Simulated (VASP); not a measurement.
# TiPt3 in VASP: notebook

The runs below take TiPt3 through single point, with LDA.

Program: VASP 6.6.1. These are calculated values, not measurements. Logs are shortened: lines on timing, memory, paths and dates and some standing lists are left out, and cuts for length are marked.

## Step 1: The cell of the first run

Symmetry: Pm-3m, No. 221, cubic system. The conventional cell has a = 3.897 Å, b = 3.897 Å, c = 3.897 Å, α = 90.00°, β = 90.00°, γ = 90.00°. Ti (site symmetry m-3m) has 12 Pt at 2.76 Å within 3.6 Å. Within 3.6 Å of Pt (site symmetry 4/mmm) lie 4 Ti at 2.76 Å and 8 Pt at 2.76 Å.

## Step 2: Single point, LDA

Input file INCAR:

```
ALGO     = Normal         # electronic algorithm
EDIFF    = 1E-6           # SCF threshold, eV
ENCUT    = 520            # plane-wave cutoff, eV
GGA      = CA             # functional
ISIF     = 2              # what is computed and relaxed
ISMEAR   = -1             # smearing method
LASPH    = T              # aspherical terms in the spheres
LCHARG   = F              # write CHGCAR
LREAL    = F              # projectors in reciprocal space
LWAVE    = F              # write WAVECAR
NBANDS   = 29             # bands
NELM     = 100            # most SCF steps
PREC     = Accurate       # precision mode
SIGMA    = 0.05           # smearing width, eV
```

Input file KPOINTS:

```
k-points
0
Gamma
  9 9 9
```

Input file POSCAR:

```
TiPt3
1.0
    3.8970000000      0.0000000000      0.0000000000
    0.0000000000      3.8970000000      0.0000000000
    0.0000000000      0.0000000000      3.8970000000
Ti Pt
1 3
Direct
    0.0000000000      0.0000000000      0.0000000000
    0.0000000000      0.5000000000      0.5000000000
    0.5000000000      0.0000000000      0.5000000000
    0.5000000000      0.5000000000      0.0000000000
```

Potentials or basis: VASP PAW LDA potentials, release 64 (Ti_sv, Pt).

Launch:

```sh
$ cat potpaw_LDA.64/Ti_sv/POTCAR potpaw_LDA.64/Pt/POTCAR > POTCAR
$ mpirun -np 1 vasp_std > vasp.out
```

OUTCAR:

```text
EDIFF = 1E-6
   ENCUT = 520
   GGA = CA
   ISIF = 2
   ISMEAR = -1
   LASPH = T
   LREAL = F
   NELM = 100
   PREC = Accurate

 ion  position               nearest neighbor table
   1  0.000  0.000  0.000-   2 2.76   3 2.76   4 2.76   2 2.76   3 2.76   2 2.76   4 2.76   2 2.76
                             3 2.76   4 2.76   3 2.76   4 2.76
   2  0.000  0.500  0.500-   1 2.76   3 2.76   4 2.76   1 2.76   4 2.76   1 2.76   3 2.76   1 2.76
                             3 2.76   4 2.76   4 2.76   3 2.76
   3  0.500  0.000  0.500-   1 2.76   2 2.76   4 2.76   1 2.76   4 2.76   2 2.76   4 2.76   4 2.76
                             1 2.76   2 2.76   1 2.76   2 2.76
   4  0.500  0.500  0.000-   1 2.76   2 2.76   3 2.76   2 2.76   3 2.76   1 2.76   3 2.76   3 2.76
                             1 2.76   2 2.76   2 2.76   1 2.76

  LATTYP: Found a simple cubic cell.
 ALAT       =     3.8970000000

  Lattice vectors:

 A1 = (   3.8970000000,   0.0000000000,   0.0000000000)
 A2 = (   0.0000000000,   3.8970000000,   0.0000000000)
 A3 = (   0.0000000000,   0.0000000000,   3.8970000000)

Analysis of symmetry for initial positions (statically):
=====================================================================
 Subroutine PRICEL returns:
 Original cell was already a primitive cell.

 Routine SETGRP: Setting up the symmetry group for a
 simple cubic supercell.

 Subroutine GETGRP returns: Found 48 space group operations
 (whereof 48 operations were pure point group operations)
 out of a pool of 48 trial point group operations.

The static configuration has the point symmetry O_h .

Analysis of symmetry for dynamics (positions and initial velocities):
=====================================================================
 Subroutine PRICEL returns:
 Original cell was already a primitive cell.

 Routine SETGRP: Setting up the symmetry group for a
 simple cubic supercell.

 Subroutine GETGRP returns: Found 48 space group operations
 (whereof 48 operations were pure point group operations)
 out of a pool of 48 trial point group operations.

The dynamic configuration has the point symmetry O_h .

 Subroutine INISYM returns: Found 48 space group operations
 (whereof 48 operations are pure point group operations),
 and found     1 'primitive' translations

----------------------------------------------------------------------------------------

                                     Primitive cell

  volume of cell :      59.1822

  direct lattice vectors                    reciprocal lattice vectors
     3.897000000  0.000000000  0.000000000     0.256607647  0.000000000  0.000000000
     0.000000000  3.897000000  0.000000000     0.000000000  0.256607647  0.000000000
     0.000000000  0.000000000  3.897000000     0.000000000  0.000000000  0.256607647

  length of vectors
     3.897000000  3.897000000  3.897000000     0.256607647  0.256607647  0.256607647

  position of ions in fractional coordinates (direct lattice)
     0.000000000  0.000000000  0.000000000
     0.000000000  0.500000000  0.500000000
     0.500000000  0.000000000  0.500000000
     0.500000000  0.500000000  0.000000000

  ion indices of the primitive-cell ions
   primitive index   ion index
                 1           1
                 2           2
                 3           3
                 4           4

----------------------------------------------------------------------------------------

 KPOINTS: k-points

Automatic generation of k-mesh.
 Grid dimensions read from file:
 generate k-points for:    9    9    9

 Generating k-lattice:

  Cartesian coordinates                     Fractional coordinates (reciprocal lattice)
     0.028511961  0.000000000  0.000000000     0.111111111  0.000000000  0.000000000
     0.000000000  0.028511961  0.000000000     0.000000000  0.111111111  0.000000000
     0.000000000  0.000000000  0.028511961     0.000000000  0.000000000  0.111111111

  Length of vectors
     0.028511961  0.028511961  0.028511961

  Shift w.r.t. Gamma in fractional coordinates (k-lattice)
     0.000000000  0.000000000  0.000000000

 Subroutine IBZKPT returns following result:
 ===========================================

 Found     35 irreducible k-points:

 Following reciprocal coordinates:
            Coordinates               Weight
  0.000000  0.000000  0.000000      1.000000
  0.111111  0.000000  0.000000      6.000000
  0.222222  0.000000  0.000000      6.000000
  0.333333  0.000000  0.000000      6.000000
  0.444444  0.000000  0.000000      6.000000
  0.111111  0.111111  0.000000     12.000000
[... 16 lines left out ...]
  0.333333  0.333333  0.111111     24.000000
  0.444444  0.333333  0.111111     48.000000
 [... further k-points ...]
   k-points           NKPTS =     35   k-points in BZ     NKDIM =     35   number of bands    NBANDS=     29
   number of dos      NEDOS =    301   number of ions     NIONS =      4
   total plane-waves  NPLWV =  27000
   dimension x,y,z NGX =    30 NGY =   30 NGZ =   30
   dimension x,y,z NGXF=    60 NGYF=   60 NGZF=   60
   ions per type =               1   3
   NGX,Y,Z   is equivalent  to a cutoff of  12.80, 12.80, 12.80 a.u.
   NGXF,Y,Z  is equivalent  to a cutoff of  25.60, 25.60, 25.60 a.u.
 SYSTEM =  unknown system
   PREC   = accura    normal or accurate (medium, high low for compatibility)
   ISTART =      0    job   : 0-new  1-cont  2-samecut
   ICHARG =      2    charge: 1-file 2-atom 10-const
   ISPIN  =      1    spin polarized calculation?
   LNONCOLLINEAR =      F non collinear calculations
   LSORBIT =      F    spin-orbit coupling
   LASPH  =      T    aspherical Exc in radial PAW
   ENCUT  =  520.0 eV  38.22 Ry    6.18 a.u.   7.25  7.25  7.25*2*pi/ulx,y,z
   NELM   =    100;   NELMIN=  2; NELMDL= -5     # of ELM steps
   EDIFF  = 0.1E-05   stopping-criterion for ELM
   LREAL  =      F    real-space projection
   EDIFFG = 0.1E-04   stopping-criterion for IOM
   NSW    =      0    number of steps for IOM
[... 5 lines left out ...]
   TEBEG  =    0.0;   TEEND  =   0.0 temperature during run
   PSTRESS=    0.0 pullay stress
   NELECT =      42.0000    total number of electrons
   NUPDOWN=      -1.0000    fix difference up-down
   EMIN   =  10.00;   EMAX   =-10.00  energy-range for DOS
   EFERMI =   0.00;   METHOD = LEGACY
   ISMEAR =    -1;   SIGMA  =   0.05  broadening in eV -4-tet -1-fermi 0-gaus
   EFERMI_NEDOS =   21; number of points for ismear=-14 and -15
   IALGO  =     38    algorithm
   IMIX   =      4    mixing-type and parameters
     AMIX     =   0.40;   BMIX     =  1.00
     AMIX_MAG =   1.60;   BMIX_MAG =  1.00
  volume/ion in A,a.u.               =      14.80        99.85
  Fermi-wavevector in a.u.,A,eV,Ry     =   1.460251  2.759474 29.012153  2.132333
  Thomas-Fermi vector in A             =   2.576723
   LORBIT       =      0    0 simple, 1 ext, 2 COOP (PROOUT), +10 PAW based schemes
   GGA     = CA    functional components
   LHFCALC =     F    Hartree Fock is set to
   AEXX    =    0.0000 exact exchange contribution
   IVDW    =     0    specifies the selected vdW correction
   LEPSILON=     F    determine dielectric tensor
   LRPA    =     F    only Hartree local field effects (RPA)
 non-spin polarized calculation
  energy-cutoff  :      520.00
  volume of cell :       59.18
 maximum number of plane-waves:      1605
 NGX is ok and might be reduce to    30
   NGX = 15   NGY = 15   NGZ = 15

 number of electron      41.9999997 magnetization

 Free energy of the ion-electron system (eV)
  ---------------------------------------------------
  ext. energy  EPLUGINS =         0.00000000
  ---------------------------------------------------
  free energy    TOTEN  =       -34.62313788 eV

  energy without entropy =      -34.61088200  energy(sigma->0) =      -34.61700994

 E-fermi :  11.7174     XC(G=0): -13.5051

 val. band max:       11.6894298428   @ k =   0.4444   0.1111   0.1111
 cond. band min:      11.7495171716   @ k =   0.4444   0.1111   0.0000
 fundamental gap:      0.0600873288
 Fermi energy:        11.7174202957

 k-point     1 :       0.0000    0.0000    0.0000
  band No.  band energies     occupation
      1     -45.7519      2.00000
      2     -22.3605      2.00000
      3     -22.3605      2.00000
      4     -22.3605      2.00000
      5       1.4849      2.00000
      6       4.2732      2.00000
[... 21 lines left out ...]
     28      13.7520      0.00000
     29      20.1235      0.00000

 k-point     2 :       0.1111    0.0000    0.0000
  band No.  band energies     occupation
      1     -45.7517      2.00000
      2     -22.3640      2.00000
      3     -22.3611      2.00000
      4     -22.3611      2.00000
      5       1.6493      2.00000
      6       4.3779      2.00000
[... 21 lines left out ...]
     28      14.6745      0.00000
     29      19.8271      0.00000

 k-point     3 :       0.2222    0.0000    0.0000
  band No.  band energies     occupation
      1     -45.7511      2.00000
      2     -22.3730      2.00000
      3     -22.3625      2.00000
      4     -22.3625      2.00000
      5       2.1245      2.00000
      6       4.6610      2.00000
[... 21 lines left out ...]
     28      16.1185      0.00000
     29      19.2410      0.00000

 k-point     4 :       0.3333    0.0000    0.0000
  band No.  band energies     occupation
      1     -45.7504      2.00000
      2     -22.3831      2.00000
      3     -22.3641      2.00000
      4     -22.3641      2.00000
      5       2.8397      2.00000
      6       4.9285      2.00000
[... 597 lines left out ...]
     28      17.1713      0.00000
     29      18.4698      0.00000

 k-point    23 :       0.3333    0.3333    0.1111
  band No.  band energies     occupation
      1     -45.7496      2.00000
      2     -22.3816      2.00000
      3     -22.3765      2.00000
      4     -22.3682      2.00000
      5       3.9389      2.00000
      6       5.5253      2.00000
[... 21 lines left out ...]
     28      16.6111      0.00000
     29      18.5491      0.00000

 k-point    24 :       0.4444    0.3333    0.1111
  band No.  band energies     occupation
      1     -45.7494      2.00000
      2     -22.3832      2.00000
      3     -22.3779      2.00000
      4     -22.3690      2.00000
      5       4.4885      2.00000
      6       5.2523      2.00000
[... 21 lines left out ...]
     28      15.8630      0.00000
     29      19.2804      0.00000

 [... further k-points ...]

------------------------ aborting loop because EDIFF is reached ----------------------------------------

  FORCE on cell =-STRESS in cart. coord.  units (eV):
  Direction    XX          YY          ZZ          XY          YZ          ZX
  --------------------------------------------------------------------------------------
  -------------------------------------------------------------------------------------
  Total       -1.5752722     -1.5752722     -1.5752722     -0.0000000      0.0000000     -0.0000000
  in kB      -42.6456741    -42.6456741    -42.6456741     -0.0000000      0.0000000     -0.0000000
  external PRESSURE =     -42.6456741 kB  Pullay stress =       0.0000000 kB

 VOLUME and BASIS-vectors are now :
 -----------------------------------------------------------------------------
  energy-cutoff  :      520.00
  volume of cell :       59.18
      direct lattice vectors                 reciprocal lattice vectors
     3.897000000  0.000000000  0.000000000     0.256607647  0.000000000  0.000000000
     0.000000000  3.897000000  0.000000000     0.000000000  0.256607647  0.000000000
     0.000000000  0.000000000  3.897000000     0.000000000  0.000000000  0.256607647

 POSITION                                       TOTAL-FORCE (eV/Angst)
 -----------------------------------------------------------------------------------
      0.00000      0.00000      0.00000         0.000000      0.000000      0.000000
      0.00000      1.94850      1.94850         0.000000      0.000000      0.000000
      1.94850      0.00000      1.94850         0.000000      0.000000      0.000000
      1.94850      1.94850      0.00000         0.000000      0.000000      0.000000
 -----------------------------------------------------------------------------------
    total drift:                                0.000000      0.000000     -0.000000

  FREE ENERGIE OF THE ION-ELECTRON SYSTEM (eV)
  ---------------------------------------------------
  free  energy   TOTEN  =       -34.6231378800 eV

  energy  without entropy=      -34.6108819960  energy(sigma->0) =      -34.61700994
```

It took 82 s on 1 thread of Intel Xeon Platinum 8259CL at 2.50GHz (Skylake/Cascade Lake), shared host; peak memory 0.18 GiB.

Results:

* Free energy: -34.6231 eV
* Pressure: -4.3 GPa
* Band gap on the k mesh: zero (bands 21 and 22 overlap by 1.54 eV)

Caveat: the cell stands under tension; spin-orbit coupling is left out, which moves the levels of the heavy elements.

(Continued in part 2 of 2.)

The gap in the log of VASP goes by the Fermi energy; the results here count the filled bands.